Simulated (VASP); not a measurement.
Runs of VASP 6.6.1 on GaO3. The structure is that of space group I4/mmm (No. 139), or close to it. The cells are those of the table. 

| task | spin | cell | k mesh | cutoff (eV) | gap on the mesh (eV) | pressure (GPa) | moment (μB) |
| --- | --- | --- | --- | --- | --- | --- | --- |
| single point | collinear, ferromagnetic start | a = 5.069 Å, angles 148.0, 148.0, 45.8°, 4 atoms | 8 × 8 × 8 | 520 | none | (a) | 0.00 |
| relaxation of cell and atoms | collinear, ferromagnetic start | relaxed from a = 4.371 Å, angles 135.6, 135.6, 64.7°, 4 atoms | 8 × 8 × 8 | 600 | none | -0.4 | 0.00 |
| single point | off | a = 5.104 Å, angles 148.3, 148.3, 45.5°, 4 atoms | 22 × 22 × 22 | 520 | none | 0.6 | - |
| single point | off | a = 4.371 Å, angles 135.6, 135.6, 64.7°, 4 atoms | 8 × 8 × 8 | 520 | none | -17.1 | - |

Alike in all rows: level PBE; potentials or basis VASP PAW PBE potentials, release 64 (Ga_d, O); smearing gaussian 0.1 eV.

Task: Fill in the values left out.

Result: (a) 0.5.

Caveats: an odd number of electrons without spin polarisation forces a metal (at least some runs); a magnetic or distorted state may lie lower (at least some runs); the cell stands under tension (at least some runs).

A k mesh can miss the band edges, and the runs leave out spin-orbit coupling on Ga.

A gap of «none» marks levels without a gap at the run's occupations.
